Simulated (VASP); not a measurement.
A run of VASP 6.6.1:

Contents of INCAR:

```
PREC = Accurate
ENCUT = 520
EDIFF = 1E-6
ISMEAR = -1
SIGMA = 0.02
LREAL = F
LASPH = T
NELM = 80
ALGO = Normal
ISIF = 2
LWAVE = F
LCHARG = F
GGA = PS
NBANDS = 30
```

The input KPOINTS:

```
Automatic mesh
0
Gamma
  4 4 4
```

File POSCAR:

```
CsPbBr3
1.0
    5.8822152814      0.0000000000      0.0000000000
    0.0000000000      5.8822152814      0.0000000000
    0.0000000000      0.0000000000      5.8822152814
Cs Pb Br
1 1 3
Direct
    0.0000000000      0.0000000000      0.0000000000
    0.5000000000      0.5000000000      0.5000000000
    0.0000000000      0.5000000000      0.5000000000
    0.5000000000      0.0000000000      0.5000000000
    0.5000000000      0.5000000000      0.0000000000
```

Potentials or basis: VASP PAW PBE potentials, release 64 (Cs_sv, Pb_d, Br).

Command:

```console
$ cat potpaw_PBE.64/Cs_sv/POTCAR potpaw_PBE.64/Pb_d/POTCAR potpaw_PBE.64/Br/POTCAR > POTCAR
$ mpirun -np 1 vasp_std > vasp.out
```

Hardware: 1 thread of Intel Xeon 8259CL, with other jobs on the host.

Question: How long does it take, and how much memory?

Answer: It took 49 s on 1 thread of Intel Xeon 8259CL (shared host), peak memory 0.34 GiB. Counts: scf iterations 13, k points 10.
